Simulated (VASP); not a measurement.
# Re (Fm-3m) in VASP: further runs, part 2 of 2

VASP 6.6.1.

### 3 Single point, PBE

This run uses another cell than the first one, of 15.00 Å³/atom, 1.111 times its volume.

INCAR reads:

```
ALGO     = Normal         # electronic algorithm
EDIFF    = 1E-6           # SCF threshold, eV
ENCUT    = 520            # plane-wave cutoff, eV
GGA      = PE             # functional
ISIF     = 2              # what is computed and relaxed
ISMEAR   = -1             # smearing method
LASPH    = True           # aspherical terms in the spheres
LCHARG   = False          # write CHGCAR
LREAL    = False          # projectors in reciprocal space
LWAVE    = False          # write WAVECAR
NBANDS   = 10             # bands
NELM     = 60             # most SCF steps
PREC     = Accurate       # precision mode
SIGMA    = 0.05           # smearing width, eV
```

KPOINTS reads:

```
k-points
0
Gamma
  17 17 17
```

POSCAR reads:

```
Re
1.0
    0.0000000000      1.9574568384      1.9574568384
    1.9574568384      0.0000000000      1.9574568384
    1.9574568384      1.9574568384      0.0000000000
Re
1
Direct
    0.0000000000      0.0000000000      0.0000000000
```

Potentials or basis: VASP PAW PBE potentials, release 64 (Re).

Launch:

```console
cat potpaw_PBE.64/Re/POTCAR > POTCAR
mpirun -np 1 vasp_std > vasp.out
```

OUTCAR:

```text
EDIFF = 1E-6
   ENCUT = 520
   GGA = PE
   ISIF = 2
   ISMEAR = -1
   LASPH = True
   LREAL = False
   NELM = 60
   PREC = Accurate

 ion  position               nearest neighbor table
   1  0.000  0.000  0.000-

  LATTYP: Found a face centered cubic cell.
 ALAT       =     3.9149136768

  Lattice vectors:

 A1 = (   0.0000000000,   1.9574568384,   1.9574568384)
 A2 = (   1.9574568384,   0.0000000000,   1.9574568384)
 A3 = (   1.9574568384,   1.9574568384,   0.0000000000)

Analysis of symmetry for initial positions (statically):
[... 483 lines left out ...]
      5       8.5847      0.00001
      6       9.2124      0.00000
      7      23.5082      0.00000
      8      24.6567      0.00000
      9      28.1895      0.00000
     10      29.5542      0.00000

 [... further k-points ...]
[... 5 lines left out ...]
  --------------------------------------------------------------------------------------
  -------------------------------------------------------------------------------------
  Total       -0.0546779     -0.0546779     -0.0546779      0.0000000      0.0000000      0.0000000
  in kB       -5.8400440     -5.8400440     -5.8400440      0.0000000      0.0000000      0.0000000
  external PRESSURE =      -5.8400440 kB  Pullay stress =       0.0000000 kB

 VOLUME and BASIS-vectors are now :
 -----------------------------------------------------------------------------
  energy-cutoff  :      520.00
  volume of cell :       15.00
      direct lattice vectors                 reciprocal lattice vectors
     0.000000000  1.957456838  1.957456838    -0.255433474  0.255433474  0.255433474
     1.957456838  0.000000000  1.957456838     0.255433474 -0.255433474  0.255433474
     1.957456838  1.957456838  0.000000000     0.255433474  0.255433474 -0.255433474

 POSITION                                       TOTAL-FORCE (eV/Angst)
 -----------------------------------------------------------------------------------
      0.00000      0.00000      0.00000         0.000000     -0.000000      0.000000
 -----------------------------------------------------------------------------------
    total drift:                                0.000000     -0.000000     -0.000000

  FREE ENERGIE OF THE ION-ELECTRON SYSTEM (eV)
  ---------------------------------------------------
  free  energy   TOTEN  =       -12.3648688895 eV

  energy  without entropy=      -12.3568607888  energy(sigma->0) =      -12.36086484
```

stdout:

```text
POSCAR found type information on POSCAR Re
 POSCAR found :  1 types and       1 ions
 scaLAPACK will be used
 LDA part: xc-table for (Slater+PW92), standard interpolation
 POSCAR, INCAR and KPOINTS ok, starting setup
 FFT: planning ... GRIDC
 FFT: planning ... GRID_SOFT
 FFT: planning ... GRID
 WAVECAR not read
 entering main loop
```

Run time: 8.8 s. Hardware: 1 thread of Intel Xeon 6975P-C (Granite Rapids), shared host; peak memory 0.16 GiB.

What came out:

```yaml
Free_energy: -12.3649 eV
Pressure: -0.6 GPa
```

Caveat: spin-orbit coupling is left out, which moves the levels of the heavy elements.

### 4 Single point, PBE

This run uses another cell than the first one, of 15.00 Å³/atom, 1.111 times its volume.

INCAR reads:

```
SYSTEM = Re
PREC = Accurate
ENCUT = 520
EDIFF = 1E-7
ISMEAR = -1
SIGMA = 0.05
LREAL = .False.
LASPH = .True.
NELM = 100
ALGO = Normal
ISIF = 2
LWAVE = .False.
LCHARG = .True.
GGA = PE
LELF = .True.
LVHAR = .True.
NBANDS = 10
```

KPOINTS reads:

```
regular mesh
0
Gamma
  17 17 17
  0 0 0
```

POSCAR is that of step 3.

Launch:

```console
cat potpaw_PBE.64/Re/POTCAR > POTCAR
mpirun -np 1 vasp_std > vasp.out
```

It took 9.9 s on 1 thread of Intel Xeon 6975P-C (Granite Rapids), shared host; peak memory 0.16 GiB.

The run converged. Its results:

- Free energy: -12.3649 eV
- Pressure: -0.6 GPa

Levels at points of the mesh, in eV from the Fermi level:
| k point | band 1 | band 2 | band 3 | band 4 | band 5 | band 6 | band 7 | band 8 | band 9 |
| --- | --- | --- | --- | --- | --- | --- | --- | --- | --- |
| (0.00, 0.00, 0.00) | -10.03 | -1.89 | -1.89 | -1.89 | 1.20 | 1.20 | 13.86 | 19.42 | 19.42 |

Caveat: spin-orbit coupling is left out, which moves the levels of the heavy elements.

### 5 Relaxation of cell and atoms, PBE

This run uses another cell than the first one, of 14.96 Å³/atom, 1.108 times its volume.

INCAR reads:

```
SYSTEM = Re
  PREC = Accurate
  ENCUT = 600
  EDIFF = 1E-6
  ISMEAR = -1
  SIGMA = 0.05
  LREAL = .FALSE.
  LASPH = .TRUE.
  NELM = 60
  ALGO = Normal
  ISIF = 3
  LWAVE = .FALSE.
  LCHARG = .FALSE.
  GGA = PE
  IBRION = 2
  NSW = 60
  EDIFFG = -0.005
```

KPOINTS reads:

```
regular mesh
0
G
  17 17 17
  0 0 0
```

POSCAR reads:

```
Re
1.0
    0.0000000000      1.9554744261      1.9554744261
    1.9554744261      0.0000000000      1.9554744261
    1.9554744261      1.9554744261      0.0000000000
Re
1
Direct
    0.0000000000      0.0000000000      0.0000000000
```

Launch:

```console
cat potpaw_PBE.64/Re/POTCAR > POTCAR
mpirun -np 1 vasp_std > vasp.out
```

Run time: 15 s. Hardware: 1 thread of Intel Xeon 6975P-C (Granite Rapids), shared host; peak memory 0.16 GiB.

It converged, with:

| Quantity | Value |
| --- | --- |
| Free energy | -12.3660 eV |
| Relaxed volume | 14.98 Å³/atom |
| Relaxed cell | a = 2.767 Å, b = 2.767 Å, c = 2.767 Å, α = 60.00°, β = 60.00°, γ = 60.00° |
| Space group after relaxing (to 0.05 Å) | Fm-3m (No. 225) |
| Energy gained by relaxing | 0.1 meV/atom |
| Ionic steps | 3 |
| Pressure after relaxing | 0.0 GPa |

Final structure:
```
CELL_PARAMETERS angstrom
0.00000 1.95661 1.95661
1.95661 0.00000 1.95661
1.95661 1.95661 0.00000
ATOMIC_POSITIONS crystal
Re 0.00000 0.00000 0.00000
```

Levels at points of the mesh, in eV from the Fermi level:
```csv
k point,band 1,band 2,band 3,band 4,band 5,band 6,band 7
"(0.00, 0.00, 0.00)",-10.04,-1.90,-1.90,-1.90,1.21,1.21,13.86
```

Caveat: spin-orbit coupling is left out, which moves the levels of the heavy elements.

### 6 The runs side by side

| task | cell | cutoff (eV) | gap on the mesh (eV) | pressure (GPa) |
| --- | --- | --- | --- | --- |
| single point | a = 2.673 Å, angles 60.0°, 1 atom | 520 | none | 48.5 |
| single point | a = 2.768 Å, angles 60.0°, 1 atom | 520 | none | -0.6 |
| relaxation of cell and atoms | relaxed from a = 2.765 Å, angles 60.0°, 1 atom | 600 | none | 0.0 |

Alike in all rows: level PBE; potentials or basis VASP PAW PBE potentials, release 64 (Re); no spin polarisation; k mesh 17 × 17 × 17; smearing fermi-dirac 0.05 eV.

Caveats: spin-orbit coupling is left out, which moves the levels of the heavy elements.

Total energies depend on the potentials used, so only differences within one code and one set of settings carry meaning.
